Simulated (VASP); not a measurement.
A run of VASP 6.6.1 is set up as follows.

INCAR

```
ALGO = Fast
EDIFF = 1E-6
ENCUT = 520
GGA = PE
ISIF = 2
ISMEAR = 0
LASPH = T
LCHARG = F
LREAL = F
LWAVE = F
NBANDS = 40
NELM = 100
PREC = Accurate
SIGMA = 0.1
```

The input KPOINTS:

```
k-points
0
Gamma
  4 4 4
```

The input POSCAR:

```
KNb2W2
1.0
    4.0635837700      0.0000000000      0.0000000000
    0.0000000000      4.0635837700      0.0000000000
    0.0000000000      0.0000000000      7.3163586800
K Nb W
1 2 2
Direct
    0.5000000000      0.5000000000      0.3362649700
    0.5000000000      0.5000000000      0.9366041700
    0.0000000000      0.0000000000      0.8222330400
    0.0000000000      0.0000000000      0.4849413500
    0.0000000000      0.0000000000      0.1505088200
```

Potentials or basis: VASP PAW PBE potentials, release 64 (K_sv, Nb_sv, W_sv).

Run with:

```console
$ cat potpaw_PBE.64/K_sv/POTCAR potpaw_PBE.64/Nb_sv/POTCAR potpaw_PBE.64/W_sv/POTCAR > POTCAR
$ mpirun -np 1 vasp_std > vasp.out
```

(1) Predict the largest force.

(2) Estimate the pressure.

(3) What does it give for the band gap on the k mesh?

Results:

(1) 1.190 eV/Å.

(2) -3.9 GPa.

(3) zero (an odd number of electrons rules out a gap without spin polarisation).

Caveat: the k points lie up to 0.39 Å⁻¹ apart, too coarse for converged energies and pressures of a metal; spin-orbit coupling is left out, which moves the levels of the heavy elements; forces of over 1 eV/Å act on the atoms, so gaps and moduli don't describe the material at rest.
